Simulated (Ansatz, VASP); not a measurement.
## Two plane-wave programs on C

File INCAR:

```
SYSTEM = C
PREC = Accurate
ENCUT = 520
EDIFF = 1E-6
ISMEAR = 0
SIGMA = 0.05
LREAL = .FALSE.
LASPH = .TRUE.
NELM = 60
ALGO = Normal
ISIF = 2
LWAVE = .FALSE.
LCHARG = .TRUE.
GGA = PE
LELF = .TRUE.
LVHAR = .TRUE.
NBANDS = 36
```

Contents of KPOINTS:

```
Automatic mesh
0
G
  10 10 2
  0 0 0
```

File POSCAR:

```
C
1.0
    1.7834000000     -1.7834000000      0.0000000000
    1.7834000000      0.0000000000     -1.7834000000
    7.6686200000      6.5985800000      7.1336000000
C
12
Direct
    0.5854066667      0.6666666667      0.2708666667
   -0.0312600000      0.0000000000      0.1042000000
    0.2020733333      0.3333333333      0.4375333333
    0.4354066667      0.6666666667      0.7708666667
    0.8187400000      1.0000000000      0.6042000000
    0.0520733333      0.3333333333      0.9375333333
    0.5479066667      0.6666666667      0.3958666667
    0.9312400000      1.0000000000      0.2292000000
    0.1645733333      0.3333333333      0.5625333333
    0.3979066667      0.6666666667      0.8958666667
   -0.2187600000      0.0000000000      0.7292000000
    0.3145733333      0.3333333333      0.0625333333
```

Input for Ansatz:

```yaml
crystal:
  lattice:
    - [1.7834, -1.7834, 0.0]
    - [1.7834, 0.0, -1.7834]
    - [7.66862, 6.59858, 7.1336]
  atoms:
    - { symbol: C, position: [0.5854066667, 0.6666666667, 0.2708666667] }
    - { symbol: C, position: [-0.03126, 0.0, 0.1042] }
    - { symbol: C, position: [0.2020733333, 0.3333333333, 0.4375333333] }
    - { symbol: C, position: [0.4354066667, 0.6666666667, 0.7708666667] }
    - { symbol: C, position: [0.81874, 1.0, 0.6042] }
    - { symbol: C, position: [0.0520733333, 0.3333333333, 0.9375333333] }
    - { symbol: C, position: [0.5479066667, 0.6666666667, 0.3958666667] }
    - { symbol: C, position: [0.93124, 1.0, 0.2292] }
    - { symbol: C, position: [0.1645733333, 0.3333333333, 0.5625333333] }
    - { symbol: C, position: [0.3979066667, 0.6666666667, 0.8958666667] }
    - { symbol: C, position: [-0.21876, 0.0, 0.7292] }
    - { symbol: C, position: [0.3145733333, 0.3333333333, 0.0625333333] }
basis:
  ecutwfc: 420
kpoints:
  mp_grid: { grid: [10, 10, 2] }
hamiltonian:
  xc: pbe
scf:
  occupations: { method: gaussian, width: 0.05 }
output:
  forces: true
  stress: true
  eigenvalues: true
```

Alike in both runs: task single point; functional PBE; k mesh 10 × 10 × 2; occupations gaussian, width 0.05 eV; no spin polarisation.

```csv
,VASP,Ansatz
version,VASP 6.6.1,Ansatz 0.2.0
potentials or method,"VASP PAW PBE potentials, release 64 (C), cutoff 520 eV","scalar-relativistic, plane waves, PAW"
valence electrons in the cell,48,48
```

Ansatz gave:

* gap on the k mesh at the Fermi level (eV): 1.03
* least direct gap on the mesh (eV): 2.66
* pressure (GPa): 2.7
* traceless stress, the component that is largest in VASP (GPa): -22.41
* rms of the force components (eV/Å): 1.135

Problem. Estimate VASP's values.

Solution. gap on the k mesh at the Fermi level (eV): 1.03; least direct gap on the mesh (eV): 2.66; pressure (GPa): 3.4; traceless stress, the component that is largest in VASP (GPa): -22.41; rms of the force components (eV/Å): 1.132.

Atom by atom the forces differ by 0.005 eV/Å (rms over components). With one functional, cell and mesh, what is left measures potentials, basis and numerics.
